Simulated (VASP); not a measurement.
Runs of VASP 6.6.1 on Ni. It takes space group Fm-3m (No. 225, cubic). The conventional cell has a = 3.538 Å, b = 3.538 Å, c = 3.538 Å, α = 90.00°, β = 90.00°, γ = 90.00°. Ni (site symmetry m-3m) has 12 Ni at 2.50 Å within 3.3 Å. 

```tsv
potentials or basis	k mesh	cutoff (eV)	smearing	second run	gap on the mesh (eV)	pressure (GPa)	moment (μB)
VASP PAW PBE potentials, release 64 (Ni)	14 × 14 × 14	600	gaussian 0.1 eV	-	none	-3.3	0.60
VASP PAW PBE potentials, release 64 (Ni)	14 × 14 × 14	520	fermi-dirac 0.003 eV	-	none	-3.6	0.58
VASP PAW PBE potentials, release 64 (Ni_sv_GW)	14 × 14 × 14	590	fermi-dirac 0.003 eV	valence_matched	none	(a)	(b)
VASP PAW PBE potentials, release 64 (Ni)	14 × 14 × 14	520	gaussian 0.1 eV	-	none	-3.3	0.60
VASP PAW PBE potentials, release 64 (Ni)	7 × 7 × 7	520	gaussian 0.1 eV	-	none	-3.7	0.49
VASP PAW PBE potentials, release 64 (Ni_sv_GW)	14 × 14 × 14	590	methfessel-paxton 0.05 eV	valence_matched	none	(c)	0.67
VASP PAW PBE potentials, release 64 (Ni)	14 × 14 × 14	520	methfessel-paxton 0.05 eV	-	none	-3.4	0.59
```

Alike in all rows: task single point; level PBE; spin collinear, ferromagnetic start; cell as given.

Q: Estimate the missing entries.

A: (a) -6.7; (b) 0.68; (c) -7.0.

Caveats: some runs use coarse meshes.

A gap of «none» marks levels without a gap at the run's occupations.

The runs don't all hold the same shells in valence.
